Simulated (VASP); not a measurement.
# SrSiH6 (Amm2) in VASP: relaxation of cell and atoms with r2SCAN+rVV10

Aim: the relaxation of cell and atoms of SrSiH6 with r2SCAN+rVV10.

Program: VASP 6.6.1. These are calculated values, not measurements. Logs are shortened: lines on timing, memory, paths and dates and some standing lists are left out, and cuts for length are marked.

## Step 1: The cell of the first run

Symmetry: Amm2, No. 38, orthorhombic system. The conventional cell has a = 3.190 Å, b = 5.814 Å, c = 7.494 Å, α = 90.00°, β = 90.00°, γ = 90.00°. Sr (site symmetry mm2) has 12 H at 2.22 to 2.91 Å within 3.0 Å. Si (site symmetry mm2) has 8 H at 1.58 to 2.01 Å within 2.1 Å. H (site symmetry m) has 1 Si at 1.58 Å and 4 H at 1.94 to 2.20 Å within 2.2 Å. Within 2.8 Å of H (site symmetry mm2) lie 10 H at 2.15 to 2.62 Å and 2 Sr at 2.22 Å. Within 2.8 Å of H (site symmetry m) lie 9 H at 1.98 to 2.79 Å and 2 Si at 2.01 Å and 2 Sr at 2.41 to 2.47 Å. H (site symmetry mm2) has 2 Si at 1.88 Å and 8 H at 1.94 to 2.55 Å within 2.6 Å.

## Step 2: Relaxation of cell and atoms, r2SCAN+rVV10

File POSCAR:

```
SrSiH6
1.0
    3.1904734325      0.0000000000      0.0000000000
    0.0000000000      2.9072415967      3.7468746402
    0.0000000000     -2.9072415967      3.7468746402
Sr Si H
1 1 6
Direct
    0.5000000000      0.5736102288      0.5736102288
    0.0000000000      0.9684385937      0.9684385937
    0.0000000000      0.9311491918      0.3088401055
    0.0000000000      0.3088401055      0.9311491918
    0.0000000000      0.3671162394      0.3671162394
    0.5000000000      0.7012056293      0.0481577217
    0.5000000000      0.0481577217      0.7012056293
    0.5000000000      0.1014832897      0.1014832897
```

File INCAR.step1:

```
SYSTEM = SrSiH6
PREC = Accurate
ENCUT = 600
ISMEAR = -1
SIGMA = 0.03
LREAL = .False.
LASPH = .True.
NELM = 80
GGA = PE
ALGO = Normal
EDIFF = 1E-4
LWAVE = .True.
LCHARG = .False.
```

File INCAR.step2:

```
SYSTEM = SrSiH6
PREC = Accurate
ENCUT = 600
EDIFF = 1E-6
ISMEAR = -1
SIGMA = 0.03
LREAL = .False.
LASPH = .True.
NELM = 80
ALGO = Normal
ISIF = 3
LWAVE = .False.
LCHARG = .False.
METAGGA = R2SCAN
LMIXTAU = .True.
LUSE_VDW = .True.
IVDW_NL = 2
BPARAM = 11.95
CPARAM = 0.0093
IBRION = 2
NSW = 100
EDIFFG = -0.01
ISTART = 1
```

File KPOINTS:

```
regular mesh
0
Gamma
  8 6 6
  0 0 0
```

Potentials or basis: VASP PAW PBE potentials, release 64 (Sr_sv, Si, H).

Launch:

```bash
cat potpaw_PBE.64/Sr_sv/POTCAR potpaw_PBE.64/Si/POTCAR potpaw_PBE.64/H/POTCAR > POTCAR
cp INCAR.step1 INCAR
mpirun -np 1 vasp_std > vasp.out
cp INCAR.step2 INCAR
mpirun -np 1 vasp_std > vasp.out
```

OUTCAR:

```text
SYSTEM = SrSiH6
   PREC = Accurate
   ENCUT = 600
   EDIFF = 1E-6
   ISMEAR = -1
   LREAL = .False.
   LASPH = .True.
   NELM = 80
   ISIF = 3
   METAGGA = R2SCAN
   IVDW_NL = 2
   BPARAM = 11.95
   IBRION = 2
   NSW = 100
   EDIFFG = -0.01
   ISTART = 1

 ion  position               nearest neighbor table
   1  0.500  0.574  0.574-   5 2.22   5 2.22   7 2.41   6 2.41   3 2.44   3 2.44   4 2.44   4 2.44
                             7 2.47   6 2.47   8 2.91   8 2.91   2 3.36   2 3.36   2 3.41   2 3.41
   2  0.000  0.968  0.968-   3 1.58   4 1.58   8 1.88   8 1.88   6 2.01   6 2.01   7 2.01   7 2.01
                             1 3.36   1 3.36   1 3.41   1 3.41   1 3.41   1 3.41
   3  0.000  0.931  0.309-   2 1.58   1 2.44   1 2.44
   4  0.000  0.309  0.931-   2 1.58   1 2.44   1 2.44
   5  0.000  0.367  0.367-   1 2.22   1 2.22
   6  0.500  0.701  0.048-   2 2.01   2 2.01   1 2.41   1 2.47
   7  0.500  0.048  0.701-   2 2.01   2 2.01   1 2.41   1 2.47
   8  0.500  0.101  0.101-   2 1.88   2 1.88   1 2.91   1 2.91

  LATTYP: Found a base centered orthorhombic cell.
 ALAT       =     5.8144831934
 B/A-ratio  =     1.2888074539
 C/A-ratio  =     0.5487114377

  Lattice vectors:

 A1 = (   0.0000000000,   2.9072415967,  -3.7468746402)
 A2 = (   0.0000000000,   2.9072415967,   3.7468746402)
 A3 = (   3.1904734325,   0.0000000000,   0.0000000000)

Analysis of symmetry for initial positions (statically):
=====================================================================
 Subroutine PRICEL returns:
 Original cell was already a primitive cell.

 Routine SETGRP: Setting up the symmetry group for a
 base centered orthorhombic supercell.

 Subroutine GETGRP returns: Found  4 space group operations
 (whereof  4 operations were pure point group operations)
 out of a pool of  8 trial point group operations.

The static configuration has the point symmetry C_2v.

Analysis of symmetry for dynamics (positions and initial velocities):
=====================================================================
 Subroutine PRICEL returns:
 Original cell was already a primitive cell.

 Routine SETGRP: Setting up the symmetry group for a
 base centered orthorhombic supercell.

 Subroutine GETGRP returns: Found  4 space group operations
 (whereof  4 operations were pure point group operations)
 out of a pool of  8 trial point group operations.

The dynamic configuration has the point symmetry C_2v.

 Subroutine INISYM returns: Found  4 space group operations
 (whereof  4 operations are pure point group operations),
 and found     1 'primitive' translations

----------------------------------------------------------------------------------------

                                     Primitive cell

  volume of cell :      69.5081

  direct lattice vectors                    reciprocal lattice vectors
     3.190473433  0.000000000  0.000000000     0.313433107  0.000000000  0.000000000
     0.000000000  2.907241597  3.746874640     0.000000000  0.171984331  0.133444550
     0.000000000 -2.907241597  3.746874640     0.000000000 -0.171984331  0.133444550

  length of vectors
     3.190473433  4.742480709  4.742480709     0.313433107  0.217683389  0.217683389

  position of ions in fractional coordinates (direct lattice)
     0.500000000  0.573610229  0.573610229
     0.000000000  0.968438594  0.968438594
     0.000000000  0.931149192  0.308840106
     0.000000000  0.308840106  0.931149192
     0.000000000  0.367116239  0.367116239
     0.500000000  0.701205629  0.048157722
     0.500000000  0.048157722  0.701205629
     0.500000000  0.101483290  0.101483290

  ion indices of the primitive-cell ions
   primitive index   ion index
                 1           1
                 2           2
                 3           3
                 4           4
                 5           5
                 6           6
                 7           7
                 8           8

----------------------------------------------------------------------------------------

 KPOINTS: regular mesh

Automatic generation of k-mesh.
 Grid dimensions read from file:
 generate k-points for:    8    6    6

 Generating k-lattice:

  Cartesian coordinates                     Fractional coordinates (reciprocal lattice)
[... 42 lines left out ...]
   k-points           NKPTS =     65   k-points in BZ     NKDIM =     65   number of bands    NBANDS=     15
   number of dos      NEDOS =    301   number of ions     NIONS =      8
   total plane-waves  NPLWV =  44800
   dimension x,y,z NGX =    28 NGY =   40 NGZ =   40
   dimension x,y,z NGXF=    56 NGYF=   80 NGZF=   80
   ions per type =               1   1   6
   NGX,Y,Z   is equivalent  to a cutoff of  14.59, 14.02, 14.02 a.u.
   NGXF,Y,Z  is equivalent  to a cutoff of  29.18, 28.04, 28.04 a.u.
 SYSTEM =  SrSiH6
   PREC   = accura    normal or accurate (medium, high low for compatibility)
   ISTART =      1    job   : 0-new  1-cont  2-samecut
   ICHARG =      0    charge: 1-file 2-atom 10-const
   ISPIN  =      1    spin polarized calculation?
   LNONCOLLINEAR =      F non collinear calculations
   LSORBIT =      F    spin-orbit coupling
   LASPH  =      T    aspherical Exc in radial PAW
   ENCUT  =  600.0 eV  44.10 Ry    6.64 a.u.   6.37  9.47  9.47*2*pi/ulx,y,z
   NELM   =     80;   NELMIN=  2; NELMDL=  0     # of ELM steps
   EDIFF  = 0.1E-05   stopping-criterion for ELM
   LREAL  =      F    real-space projection
   EDIFFG = -.1E-01   stopping-criterion for IOM
   NSW    =    100    number of steps for IOM
   IBRION =      2    ionic relax: 0-MD 1-quasi-New 2-CG
   NFREE  =      1    steps in history (QN), initial steepest desc. (CG)
   ISIF   =      3    stress and relaxation
   ISYM   =      2    0-nonsym 1-usesym 2-fastsym
   POTIM  = 0.5000    time-step for ionic-motion
   TEBEG  =    0.0;   TEEND  =   0.0 temperature during run
   PSTRESS=    0.0 pullay stress
   NELECT =      20.0000    total number of electrons
   NUPDOWN=      -1.0000    fix difference up-down
   EMIN   =  10.00;   EMAX   =-10.00  energy-range for DOS
   EFERMI =   0.00;   METHOD = LEGACY
   ISMEAR =    -1;   SIGMA  =   0.03  broadening in eV -4-tet -1-fermi 0-gaus
   EFERMI_NEDOS =   21; number of points for ismear=-14 and -15
   IALGO  =     38    algorithm
   IMIX   =      4    mixing-type and parameters
     AMIX     =   0.40;   BMIX     =  1.00
     AMIX_MAG =   1.60;   BMIX_MAG =  1.00
  volume/ion in A,a.u.               =       8.69        58.63
  Fermi-wavevector in a.u.,A,eV,Ry     =   1.080786  2.042389 15.892942  1.168098
  Thomas-Fermi vector in A             =   2.216786
   LORBIT       =      0    0 simple, 1 ext, 2 COOP (PROOUT), +10 PAW based schemes
   METAGGA = R2SCAN    functional components
   LHFCALC =     F    Hartree Fock is set to
   AEXX    =    0.0000 exact exchange contribution
   IVDW_NL    =     2    kernel type
   BPARAM     =11.9500
   IVDW    =     0    specifies the selected vdW correction
   LEPSILON=     F    determine dielectric tensor
   LRPA    =     F    only Hartree local field effects (RPA)
 conjugate gradient relaxation of ions
 non-spin polarized calculation
  energy-cutoff  :      600.00
  volume of cell :       69.51
 maximum number of plane-waves:      2345
 NGX is ok and might be reduce to    28
   NGX = 13   NGY = 19   NGZ = 19

--------------------------------------- Ionic step        1  -------------------------------------------

 number of electron      20.0000001 magnetization

 Free energy of the ion-electron system (eV)
  ---------------------------------------------------
  ext. energy  EPLUGINS =         0.00000000
  ---------------------------------------------------
  free energy    TOTEN  =       -41.55867695 eV

  energy without entropy =      -41.55214425  energy(sigma->0) =      -41.55541060

------------------------ aborting loop because EDIFF is reached ----------------------------------------

  FORCE on cell =-STRESS in cart. coord.  units (eV):
  Direction    XX          YY          ZZ          XY          YZ          ZX
  --------------------------------------------------------------------------------------
  -------------------------------------------------------------------------------------
  Total        0.3619218      0.6441253      0.1788792      0.0000000      0.0000000      0.0000000
  in kB        8.3423795     14.8472320      4.1232063      0.0000000      0.0000000      0.0000000
  external PRESSURE =       9.1042726 kB  Pullay stress =       0.0000000 kB
[... 107 lines left out ...]
  FREE ENERGIE OF THE ION-ELECTRON SYSTEM (eV)
  ---------------------------------------------------
  free  energy   TOTEN  =       -41.5864602804 eV

  energy  without entropy=      -41.5803406623  energy(sigma->0) =      -41.58340047

 E-fermi :   2.1022     XC(G=0): -10.0170

 val. band max:        2.0806881095   @ k =   0.1250   0.5000   0.5000
 cond. band min:       2.1246642735   @ k =   0.1250   0.5000   0.5000
 fundamental gap:      0.0439761640
 Fermi energy:         2.1021650271

 k-point     1 :       0.0000    0.0000    0.0000
  band No.  band energies     occupation
      1     -33.0967      2.00000
      2     -14.6696      2.00000
      3     -14.5038      2.00000
      4     -14.0287      2.00000
      5      -9.3978      2.00000
      6      -2.6696      2.00000
      7      -2.6033      2.00000
      8      -0.4812      2.00000
      9       0.0999      2.00000
     10       2.6028      0.00000
     11       5.3397      0.00000
     12       5.9461      0.00000
     13       6.9170      0.00000
     14       7.4170      0.00000
[... 403 lines left out ...]
      4     -14.3313      2.00000
      5      -7.2467      2.00000
      6      -3.8877      2.00000
      7      -2.4949      2.00000
      8      -0.6712      2.00000
      9       0.5039      2.00000
     10       1.2805      2.00000
     11       2.2624      0.00955
     12       6.3824      0.00000
     13       6.7843      0.00000
     14       8.1978      0.00000
     15       8.4279      0.00000

 [... further k-points ...]

[... ionic steps 4 to 13 ...]

--------------------------------------- Ionic step       14  -------------------------------------------

 number of electron      20.0000002 magnetization

------------------------ aborting loop because EDIFF is reached ----------------------------------------
[... 79 lines left out ...]
--------------------------------------- Ionic step       16  -------------------------------------------

 number of electron      20.0000002 magnetization

 Free energy of the ion-electron system (eV)
  ---------------------------------------------------
  ext. energy  EPLUGINS =         0.00000000
  ---------------------------------------------------
  free energy    TOTEN  =       -41.60701157 eV

  energy without entropy =      -41.60230241  energy(sigma->0) =      -41.60465699

 E-fermi :   1.9656     XC(G=0):  -9.9213

 val. band max:        1.9375505238   @ k =   0.3750   0.3333   0.1667
 cond. band min:       1.9770455292   @ k =   0.1250   0.5000   0.5000
 fundamental gap:      0.0394950054
 Fermi energy:         1.9656212702

 k-point     1 :       0.0000    0.0000    0.0000
  band No.  band energies     occupation
      1     -33.2642      2.00000
      2     -14.8260      2.00000
      3     -14.6644      2.00000
      4     -14.1950      2.00000
      5      -9.4795      2.00000
      6      -2.8712      2.00000
      7      -2.6285      2.00000
      8      -0.5354      2.00000
      9      -0.0639      2.00000
     10       2.4754      0.00000
     11       5.0631      0.00000
     12       5.8103      0.00000
     13       6.7028      0.00000
     14       7.3524      0.00000
[... 450 lines left out ...]
  FREE ENERGIE OF THE ION-ELECTRON SYSTEM (eV)
  ---------------------------------------------------
  free  energy   TOTEN  =       -41.6070115687 eV

  energy  without entropy=      -41.6023024099  energy(sigma->0) =      -41.60465699

 reached required accuracy - stopping structural energy minimisation
```

Run time: 76 min. Hardware: 1 thread of Intel Xeon 8259CL, shared host; peak memory 0.46 GiB.

Results:

```
Free energy                           : -41.6070 eV
Relaxed volume                        : 9.08 Å³/atom
Relaxed cell                          : a = 3.212 Å, b = 4.818 Å, c = 4.818 Å, α = 76.97°, β = 90.00°, γ = 90.00°
Space group after relaxing (to 0.1 Å) : Amm2 (No. 38)
Energy gained by relaxing             : 6.0 meV/atom
Ionic steps                           : 16
Pressure after relaxing               : 0.0 GPa
Largest force after relaxing          : 0.008 eV/Å
Band gap on the k mesh                : zero (bands 10 and 11 overlap by 2.05 eV)
```

Forces in eV/Å, atoms in the order of the input:
```
Sr   0.000  0.000  0.002
Si   0.000  0.000 -0.004
H    0.000 -0.008 -0.001
H    0.000  0.008 -0.001
H    0.000  0.000  0.007
H    0.000 -0.007  0.001
H    0.000  0.007  0.001
H    0.000  0.000 -0.004
```

Step by step:
```csv
step,energy change (eV),largest force (eV/Å),pressure (GPa),volume (Å³)
1,0.0000,0.7402,0.91,69.51
2,-0.0260,0.1422,1.32,70.01
3,-0.0278,0.2014,1.49,70.17
4,-0.0401,0.1058,0.58,71.26
5,-0.0448,0.0849,-0.40,72.53
6,-0.0469,0.0563,-0.18,72.51
7,-0.0476,0.0730,0.05,72.49
8,-0.0479,0.0356,-0.05,72.53
9,-0.0480,0.0307,-0.05,72.53
10,-0.0482,0.0175,0.03,72.50
11,-0.0482,0.0171,0.08,72.48
12,-0.0482,0.0154,0.08,72.48
13,-0.0483,0.0103,0.02,72.55
14,-0.0483,0.0130,-0.04,72.63
15,-0.0483,0.0101,0.00,72.64
16,-0.0483,0.0081,-0.01,72.64
```

Final structure:
```
CELL_PARAMETERS angstrom
3.21157 0.00000 0.00000
0.00000 2.99834 3.77174
0.00000 -2.99834 3.77174
ATOMIC_POSITIONS crystal
Sr 0.50000 0.57325 0.57325
Si 0.00000 0.97812 0.97812
H 0.00000 0.92569 0.30553
H 0.00000 0.30553 0.92569
H 0.00000 0.36933 0.36933
H 0.50000 0.70579 0.04552
H 0.50000 0.04552 0.70579
H 0.50000 0.09676 0.09676
```

Caveat: the PAW data sets were made with another functional, which shifts forces and pressure a little.
